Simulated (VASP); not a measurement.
Wanted: the native input for a VASP 6.6.1 run.

- Task: single point
- Functional: r2SCAN
- Potentials or basis: VASP PAW PBE potentials, release 64 (Ba_sv, Te)
- Cutoff: 520 eV
- k mesh: 8 × 8 × 8
- Occupations: fermi-dirac, width 0.02 eV
- Spin: no spin polarisation
- Dipole correction: no
- Further INCAR settings: ALGO = Normal; EDIFF = 1e-07; NBANDS = 15

The system is BaTe.

```xyz
2
Lattice="0.0000 3.5316 3.5316 3.5316 0.0000 3.5316 3.5316 3.5316 0.0000" Properties=species:S:1:pos:R:3 pbc="T T T"
Ba    0.0000    0.0000    0.0000
Te    3.5316    3.5316    3.5316
```

One way to write it, as run:

POSCAR

```
BaTe
1.0
    0.0000000000      3.5316033800      3.5316033800
    3.5316033800      0.0000000000      3.5316033800
    3.5316033800      3.5316033800      0.0000000000
Ba Te
1 1
Direct
    0.0000000000      0.0000000000      0.0000000000
    0.5000000000      0.5000000000      0.5000000000
```

INCAR.step1

```
SYSTEM = BaTe
PREC     = Accurate       ! precision mode
ENCUT    = 520            ! plane-wave cutoff, eV
ISMEAR   = -1             ! smearing method
SIGMA    = 0.02           ! smearing width, eV
LREAL    = .FALSE.        ! projectors in reciprocal space
LASPH    = .TRUE.         ! aspherical terms in the spheres
NELM     = 80             ! most SCF steps
NBANDS   = 15             ! bands
GGA      = PE             ! functional
ALGO     = Normal         ! electronic algorithm
EDIFF    = 1E-4           ! SCF threshold, eV
LWAVE    = .TRUE.         ! write WAVECAR
LCHARG   = .FALSE.        ! write CHGCAR
```

INCAR.step2

```
SYSTEM = BaTe
PREC     = Accurate       ! precision mode
ENCUT    = 520            ! plane-wave cutoff, eV
EDIFF    = 1E-7           ! SCF threshold, eV
ISMEAR   = -1             ! smearing method
SIGMA    = 0.02           ! smearing width, eV
LREAL    = .FALSE.        ! projectors in reciprocal space
LASPH    = .TRUE.         ! aspherical terms in the spheres
NELM     = 80             ! most SCF steps
ALGO     = Normal         ! electronic algorithm
ISIF     = 2              ! what is computed and relaxed
LWAVE    = .FALSE.        ! write WAVECAR
LCHARG   = .FALSE.        ! write CHGCAR
METAGGA  = R2SCAN         ! meta-GGA
LMIXTAU  = .TRUE.       
NBANDS   = 15             ! bands
ISTART   = 1
```

KPOINTS

```
Automatic mesh
0
G
  8 8 8
  0 0 0
```

Potentials or basis: VASP PAW PBE potentials, release 64 (Ba_sv, Te).

Command:

```sh
$ cat potpaw_PBE.64/Ba_sv/POTCAR potpaw_PBE.64/Te/POTCAR > POTCAR
$ cp INCAR.step1 INCAR
$ mpirun -np 1 vasp_std > vasp.out
$ cp INCAR.step2 INCAR
$ mpirun -np 1 vasp_std > vasp.out
```

It gave:

* Pressure: 0.3 GPa
* Band gap on the k mesh: 1.93 eV, indirect (least direct gap 2.32 eV)

Caveat: the PAW data sets were made with another functional, which shifts forces and pressure a little; spin-orbit coupling is left out, which moves the levels of the heavy elements.

It took 2.5 min on 1 thread of Intel(R) Xeon(R) Platinum 8488C (Sapphire Rapids), with other jobs on the host, peak memory 0.27 GiB.
